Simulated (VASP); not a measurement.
# Bi3Te2 (P-3m1) in VASP: single point with PBE

Aim: the single point of Bi3Te2 with PBE.

Everything below comes from runs of VASP 6.6.1. Logs are shortened: lines on timing, memory, paths and dates and some standing lists are left out, and cuts for length are marked.

## Step 1: The cell of the first run

It takes space group P-3m1 (No. 164, trigonal). The conventional cell has a = 5.526 Å, b = 5.526 Å, c = 6.675 Å, α = 90.00°, β = 90.00°, γ = 120.00°. Bi (site symmetry -3m) has 6 Bi at 3.52 Å and 6 Te at 3.78 Å within 4.6 Å. Within 4.1 Å of Bi (site symmetry 3m) lie 5 Te at 3.14 to 3.53 Å and 3 Bi at 3.52 Å. Te (site symmetry 3m) has 8 Bi at 3.14 to 3.78 Å and 3 Te at 4.12 Å within 4.2 Å.

## Step 2: Single point, PBE

INCAR

```
ALGO = Fast
EDIFF = 1E-6
ENCUT = 520
GGA = PE
ISIF = 2
ISMEAR = 0
LASPH = T
LCHARG = F
LREAL = F
LWAVE = F
NBANDS = 36
NELM = 60
PREC = Accurate
SIGMA = 0.1
```

KPOINTS

```
k-points
0
Gamma
  12 12 6
```

POSCAR

```
Bi3Te2
1.0
    5.5256765145      0.0000000000      0.0000000000
   -2.7628382573      4.7853762347      0.0000000000
    0.0000000000      0.0000000000      6.6747014407
Bi Te
3 2
Direct
    0.0000000000      0.0000000000      0.0000000000
    0.3333333333      0.6666666667      0.7759535338
    0.6666666667      0.3333333333      0.2240464662
    0.3333333333      0.6666666667      0.3050914626
    0.6666666667      0.3333333333      0.6949085374
```

Potentials or basis: VASP PAW PBE potentials, release 64 (Bi_d, Te).

Started as:

```console
> cat potpaw_PBE.64/Bi_d/POTCAR potpaw_PBE.64/Te/POTCAR > POTCAR
> mpirun -np 1 vasp_std > vasp.out
```

OUTCAR:

```text
EDIFF = 1E-6
   ENCUT = 520
   GGA = PE
   ISIF = 2
   ISMEAR = 0
   LASPH = T
   LREAL = F
   NELM = 60
   PREC = Accurate

 ion  position               nearest neighbor table
   1  0.000  0.000  0.000-   2 3.52   3 3.52   3 3.52   2 3.52   3 3.52   2 3.52   4 3.78   5 3.78
                             5 3.78   4 3.78   4 3.78   5 3.78
   2  0.333  0.667  0.776-   4 3.14   5 3.24   5 3.24   5 3.24   1 3.52   1 3.52   1 3.52   4 3.53

   3  0.667  0.333  0.224-   5 3.14   4 3.24   4 3.24   4 3.24   1 3.52   1 3.52   1 3.52   5 3.53

   4  0.333  0.667  0.305-   2 3.14   3 3.24   3 3.24   3 3.24   2 3.53   1 3.78   1 3.78   1 3.78

   5  0.667  0.333  0.695-   3 3.14   2 3.24   2 3.24   2 3.24   3 3.53   1 3.78   1 3.78   1 3.78

  LATTYP: Found a hexagonal cell.
 ALAT       =     5.5256765145
 C/A-ratio  =     1.2079428507

  Lattice vectors:

 A1 = (   5.5256765145,   0.0000000000,   0.0000000000)
 A2 = (  -2.7628382573,   4.7853762347,   0.0000000000)
 A3 = (   0.0000000000,   0.0000000000,   6.6747014407)

Analysis of symmetry for initial positions (statically):
=====================================================================
 Subroutine PRICEL returns:
 Original cell was already a primitive cell.

 Routine SETGRP: Setting up the symmetry group for a
 hexagonal supercell.

 Subroutine GETGRP returns: Found 12 space group operations
 (whereof 12 operations were pure point group operations)
 out of a pool of 24 trial point group operations.

The static configuration has the point symmetry D_3d.

Analysis of symmetry for dynamics (positions and initial velocities):
=====================================================================
 Subroutine PRICEL returns:
 Original cell was already a primitive cell.

 Routine SETGRP: Setting up the symmetry group for a
 hexagonal supercell.

 Subroutine GETGRP returns: Found 12 space group operations
 (whereof 12 operations were pure point group operations)
 out of a pool of 24 trial point group operations.

The dynamic configuration has the point symmetry D_3d.

 Subroutine INISYM returns: Found 12 space group operations
 (whereof 12 operations are pure point group operations),
 and found     1 'primitive' translations

----------------------------------------------------------------------------------------

                                     Primitive cell

  volume of cell :     176.4954

  direct lattice vectors                    reciprocal lattice vectors
     5.525676514  0.000000000  0.000000000     0.180973316  0.104484993  0.000000000
    -2.762838257  4.785376235  0.000000000     0.000000000  0.208969985  0.000000000
     0.000000000  0.000000000  6.674701441     0.000000000  0.000000000  0.149819435

  length of vectors
     5.525676514  5.525676515  6.674701441     0.208969985  0.208969985  0.149819435

  position of ions in fractional coordinates (direct lattice)
     0.000000000  0.000000000  0.000000000
     0.333333333  0.666666667  0.775953534
     0.666666667  0.333333333  0.224046466
     0.333333333  0.666666667  0.305091463
     0.666666667  0.333333333  0.694908537

  ion indices of the primitive-cell ions
   primitive index   ion index
                 1           1
                 2           2
                 3           3
                 4           4
                 5           5

----------------------------------------------------------------------------------------

 KPOINTS: k-points

Automatic generation of k-mesh.
 Grid dimensions read from file:
 generate k-points for:   12   12    6

 Generating k-lattice:

  Cartesian coordinates                     Fractional coordinates (reciprocal lattice)
     0.015081110  0.008707083  0.000000000     0.083333333  0.000000000  0.000000000
     0.000000000  0.017414165  0.000000000     0.000000000  0.083333333  0.000000000
     0.000000000  0.000000000  0.024969906     0.000000000  0.000000000  0.166666667

  Length of vectors
     0.017414165  0.017414165  0.024969906

  Shift w.r.t. Gamma in fractional coordinates (k-lattice)
     0.000000000  0.000000000  0.000000000

 Subroutine IBZKPT returns following result:
 ===========================================

 Found    100 irreducible k-points:

 Following reciprocal coordinates:
            Coordinates               Weight
  0.000000  0.000000  0.000000      1.000000
  0.083333 -0.000000  0.000000      6.000000
  0.166667 -0.000000  0.000000      6.000000
  0.250000 -0.000000  0.000000      6.000000
  0.333333 -0.000000  0.000000      6.000000
  0.416667  0.000000  0.000000      6.000000
[... 16 lines left out ...]
  0.166667 -0.000000  0.166667      6.000000
  0.000000  0.166667  0.166667      6.000000
 [... further k-points ...]
   k-points           NKPTS =    100   k-points in BZ     NKDIM =    100   number of bands    NBANDS=     36
   number of dos      NEDOS =    301   number of ions     NIONS =      5
   total plane-waves  NPLWV =  88200
   dimension x,y,z NGX =    42 NGY =   42 NGZ =   50
   dimension x,y,z NGXF=    84 NGYF=   84 NGZF=  100
   ions per type =               3   2
   NGX,Y,Z   is equivalent  to a cutoff of  12.64, 12.64, 12.45 a.u.
   NGXF,Y,Z  is equivalent  to a cutoff of  25.27, 25.27, 24.91 a.u.
 SYSTEM =  unknown system
   PREC   = accura    normal or accurate (medium, high low for compatibility)
   ISTART =      0    job   : 0-new  1-cont  2-samecut
   ICHARG =      2    charge: 1-file 2-atom 10-const
   ISPIN  =      1    spin polarized calculation?
   LNONCOLLINEAR =      F non collinear calculations
   LSORBIT =      F    spin-orbit coupling
   LASPH  =      T    aspherical Exc in radial PAW
   ENCUT  =  520.0 eV  38.22 Ry    6.18 a.u.  10.27 10.27 12.41*2*pi/ulx,y,z
   NELM   =     60;   NELMIN=  2; NELMDL= -5     # of ELM steps
   EDIFF  = 0.1E-05   stopping-criterion for ELM
   LREAL  =      F    real-space projection
[... 7 lines left out ...]
   TEBEG  =    0.0;   TEEND  =   0.0 temperature during run
   PSTRESS=    0.0 pullay stress
   NELECT =      57.0000    total number of electrons
   NUPDOWN=      -1.0000    fix difference up-down
   EMIN   =  10.00;   EMAX   =-10.00  energy-range for DOS
   EFERMI =   0.00;   METHOD = LEGACY
   ISMEAR =     0;   SIGMA  =   0.10  broadening in eV -4-tet -1-fermi 0-gaus
   EFERMI_NEDOS =   21; number of points for ismear=-14 and -15
   IALGO  =     68    algorithm
   IMIX   =      4    mixing-type and parameters
     AMIX     =   0.40;   BMIX     =  1.00
     AMIX_MAG =   1.60;   BMIX_MAG =  1.00
  volume/ion in A,a.u.               =      35.30       238.21
  Fermi-wavevector in a.u.,A,eV,Ry     =   1.123195  2.122532 17.164674  1.261568
  Thomas-Fermi vector in A             =   2.259860
   LORBIT       =      0    0 simple, 1 ext, 2 COOP (PROOUT), +10 PAW based schemes
   GGA     = PE    functional components
   LHFCALC =     F    Hartree Fock is set to
   AEXX    =    0.0000 exact exchange contribution
   IVDW    =     0    specifies the selected vdW correction
   LEPSILON=     F    determine dielectric tensor
   LRPA    =     F    only Hartree local field effects (RPA)
 non-spin polarized calculation
 RMM-DIIS sequential band-by-band and
 Gauss-broadening in eV      SIGMA  =   0.10
  energy-cutoff  :      520.00
  volume of cell :      176.50
 maximum number of plane-waves:      4776
 NGX is ok and might be reduce to    42
   NGX = 21   NGY = 21   NGZ = 25

 number of electron      57.0000004 magnetization

 Free energy of the ion-electron system (eV)
  ---------------------------------------------------
  ext. energy  EPLUGINS =         0.00000000
  ---------------------------------------------------
  free energy    TOTEN  =       -17.44638134 eV

  energy without entropy =      -17.42970729  energy(sigma->0) =      -17.43804432

 E-fermi :   6.1433     XC(G=0):  -9.2604

 val. band max:        6.1413036547   @ k =   0.2500   0.1667   0.0000
 cond. band min:       6.1515234420   @ k =  -0.0833   0.2500   0.3333
 fundamental gap:      0.0102197874
 Fermi energy:         6.1432977018

 k-point     1 :       0.0000    0.0000    0.0000
  band No.  band energies     occupation
      1     -17.0610      2.00000
      2     -17.0610      2.00000
      3     -17.0552      2.00000
      4     -17.0552      2.00000
      5     -17.0505      2.00000
      6     -17.0504      2.00000
[... 28 lines left out ...]
     35       9.3195      0.00000
     36      10.0787      0.00000

 k-point     2 :       0.0833   -0.0000    0.0000
  band No.  band energies     occupation
      1     -17.0609      2.00000
      2     -17.0609      2.00000
      3     -17.0557      2.00000
      4     -17.0554      2.00000
      5     -17.0500      2.00000
      6     -17.0498      2.00000
[... 28 lines left out ...]
     35       9.3534      0.00000
     36      10.2093      0.00000

 k-point     3 :       0.1667   -0.0000    0.0000
  band No.  band energies     occupation
      1     -17.0607      2.00000
      2     -17.0604      2.00000
      3     -17.0567      2.00000
      4     -17.0557      2.00000
      5     -17.0491      2.00000
      6     -17.0486      2.00000
[... 28 lines left out ...]
     35       9.3930      0.00000
     36      10.4972      0.00000
[... 742 lines left out ...]
 k-point    23 :       0.1667   -0.0000    0.1667
  band No.  band energies     occupation
      1     -17.0611      2.00000
      2     -17.0597      2.00000
      3     -17.0569      2.00000
      4     -17.0559      2.00000
      5     -17.0485      2.00000
      6     -17.0483      2.00000
[... 28 lines left out ...]
     35       9.2586      0.00000
     36      10.8751      0.00000

 k-point    24 :       0.0000    0.1667    0.1667
  band No.  band energies     occupation
      1     -17.0606      2.00000
      2     -17.0602      2.00000
      3     -17.0568      2.00000
      4     -17.0558      2.00000
      5     -17.0489      2.00000
      6     -17.0481      2.00000
[... 28 lines left out ...]
     35       9.2183      0.00000
     36      10.4959      0.00000

 [... further k-points ...]

------------------------ aborting loop because EDIFF is reached ----------------------------------------

  FORCE on cell =-STRESS in cart. coord.  units (eV):
  Direction    XX          YY          ZZ          XY          YZ          ZX
  --------------------------------------------------------------------------------------
  -------------------------------------------------------------------------------------
  Total       -0.0614931     -0.0614931     -0.0387976      0.0000000     -0.0000000      0.0000000
  in kB       -0.5582177     -0.5582177     -0.3521937      0.0000000     -0.0000000      0.0000000
  external PRESSURE =      -0.4895430 kB  Pullay stress =       0.0000000 kB

 VOLUME and BASIS-vectors are now :
 -----------------------------------------------------------------------------
  energy-cutoff  :      520.00
  volume of cell :      176.50
      direct lattice vectors                 reciprocal lattice vectors
     5.525676514  0.000000000  0.000000000     0.180973316  0.104484993  0.000000000
    -2.762838257  4.785376235  0.000000000     0.000000000  0.208969985  0.000000000
     0.000000000  0.000000000  6.674701441     0.000000000  0.000000000  0.149819435

 POSITION                                       TOTAL-FORCE (eV/Angst)
 -----------------------------------------------------------------------------------
      0.00000      0.00000      0.00000        -0.000000      0.000000      0.000000
     -0.00000      3.19025      5.17926        -0.000000      0.000000      0.003511
      2.76284      1.59513      1.49544         0.000000     -0.000000     -0.003511
     -0.00000      3.19025      2.03639        -0.000000      0.000000     -0.001040
      2.76284      1.59513      4.63831        -0.000000     -0.000000      0.001040
 -----------------------------------------------------------------------------------
    total drift:                               -0.000000      0.000000      0.000000

  FREE ENERGIE OF THE ION-ELECTRON SYSTEM (eV)
  ---------------------------------------------------
  free  energy   TOTEN  =       -17.4463813413 eV

  energy  without entropy=      -17.4297072950  energy(sigma->0) =      -17.43804432
```

It took 6.8 min on 1 thread of Intel Xeon Platinum 8488C (Sapphire Rapids), shared host; peak memory 0.64 GiB.

Results:

```
Free energy            : -17.4464 eV
Pressure               : 0.0 GPa
Largest force          : 0.004 eV/Å
Band gap on the k mesh : zero (an odd number of electrons rules out a gap without spin polarisation)
```

Forces on the atoms (eV/Å):
```
Bi   0.000  0.000  0.000
Bi   0.000  0.000  0.004
Bi   0.000  0.000 -0.004
Te   0.000  0.000 -0.001
Te   0.000  0.000  0.001
```

Caveat: spin-orbit coupling is left out, which moves the levels of the heavy elements.
